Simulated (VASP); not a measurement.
Wanted: the native input for a VASP 6.6.1 run.

```yaml
Task: single point
Functional: PBE
Potentials_or_basis: VASP PAW PBE potentials, release 64 (Ta_pv, Ru_pv)
Cutoff: 520 eV
k_mesh: 6 × 6 × 2
Occupations: gaussian, width 0.1 eV
Spin: collinear spin, ferromagnetic start
Starting_moments: "[0.0, 0.0, 0.0, 0.0, 0.0, 1.0] μB"
Dipole_correction: no
Further_INCAR_settings: ALGO = Normal; EDIFF = 1e-06; NBANDS = 48
```

The structure of Ta5Ru lies in POSCAR:

```
Ta5Ru
1.0
    3.2396557000      0.0000000000      0.0000000000
    0.0000000000      3.2396557000      0.0000000000
    0.0000000000      0.0000000000      9.9719352000
Ta Ru
5 1
Direct
    0.0000000000      0.0000000000      0.1698730000
    0.5000000000      0.5000000000      0.3413100000
    0.5000000000      0.5000000000      0.6586900000
    0.0000000000      0.0000000000      0.8301270000
    0.5000000000      0.5000000000      0.0000000000
    0.0000000000      0.0000000000      0.5000000000
```

One way to write it, as run:

INCAR

```
SYSTEM = Ta5Ru
PREC     = Accurate       ! precision mode
ENCUT    = 520            ! plane-wave cutoff, eV
EDIFF    = 1E-6           ! SCF threshold, eV
ISMEAR   = 0              ! smearing method
SIGMA    = 0.1            ! smearing width, eV
LREAL    = .False.        ! projectors in reciprocal space
LASPH    = .True.         ! aspherical terms in the spheres
NELM     = 150            ! most SCF steps
ALGO     = Normal         ! electronic algorithm
ISIF     = 2              ! what is computed and relaxed
LWAVE    = .False.        ! write WAVECAR
LCHARG   = .False.        ! write CHGCAR
ISPIN    = 2              ! spin polarisation
MAGMOM   = 0 0 0 0 0 1    ! initial moments
LORBIT   = 11             ! projections on sites
LMAXMIX  = 4              ! l up to which the mixer works
GGA      = PE             ! functional
NBANDS   = 48             ! bands
```

KPOINTS

```
Automatic mesh
0
Gamma
  6 6 2
  0 0 0
```

Potentials or basis: VASP PAW PBE potentials, release 64 (Ta_pv, Ru_pv).

Run with:

```sh
$ cat potpaw_PBE.64/Ta_pv/POTCAR potpaw_PBE.64/Ru_pv/POTCAR > POTCAR
$ mpirun -np 1 vasp_std > vasp.out
```

It gave:

```json
{
  "Pressure": "0.6 GPa",
  "Largest force": "0.042 eV/Å",
  "Net moment": "0.00 μB per cell",
  "Valence electrons inside the program's atomic spheres": "Ta 8.94, 8.83, 8.96 (each value once); Ru 12.63"
}
```

Wall time 2.6 min on 1 thread of Intel(R) Xeon(R) Platinum 8488C (Sapphire Rapids), on a shared host, peak memory 0.32 GiB.
